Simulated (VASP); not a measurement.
Write the native input for VASP 6.6.1 that does the following.

* Task: single point
* Functional: PBE
* Potentials or basis: VASP PAW PBE potentials, release 64 (Ga_d, P)
* Cutoff: 520 eV
* k mesh: 12 × 12 × 1
* Occupations: gaussian, width 0.02 eV
* Spin: no spin polarisation
* Dipole correction: yes
* Further INCAR settings: ALGO = Normal; EDIFF = 1e-06; NBANDS = 26

The structure of GaP lies in POSCAR:

```
GaP
1.0
    3.8967407939      0.0000003141      0.0000000000
   -1.9483706690      3.3746763624      0.0000000000
    0.0000000000      0.0000000000     35.5494646826
Ga P
2 2
Direct
    0.3333333333      0.6666666667      0.1954031596
    0.3333333333      0.6666666667      0.3390633976
    0.0000000000      0.0000000000      0.1845292303
    0.0000000000      0.0000000000      0.3499373269
```

The cell was built from a structure type or drawn by symmetry, and may not be a known phase.

One way to write it, as run:

INCAR

```
SYSTEM = GaP
ALGO = Normal
DIPOL = 0.5 0.5 0.267
EDIFF = 1E-6
ENCUT = 520
GGA = PE
IDIPOL = 3
ISIF = 2
ISMEAR = 0
LASPH = .True.
LCHARG = .False.
LDIPOL = .True.
LREAL = .False.
LWAVE = .False.
NBANDS = 26
NELM = 60
PREC = Accurate
SIGMA = 0.02
```

KPOINTS

```
k-points
0
Gamma
  12 12 1
  0 0 0
```

Potentials or basis: VASP PAW PBE potentials, release 64 (Ga_d, P).

Launch:

```bash
$ cat potpaw_PBE.64/Ga_d/POTCAR potpaw_PBE.64/P/POTCAR > POTCAR
$ mpirun -np 1 vasp_std > vasp.out
```

Results of the run:

The largest force is 0.004 eV/Å and the band gap on the k mesh is 1.59 eV (least direct gap 1.93 eV).

Wall time 8.7 min on 1 thread of Intel(R) Xeon(R) 6975P-C (Granite Rapids), with other jobs on the host, peak memory 0.61 GiB.
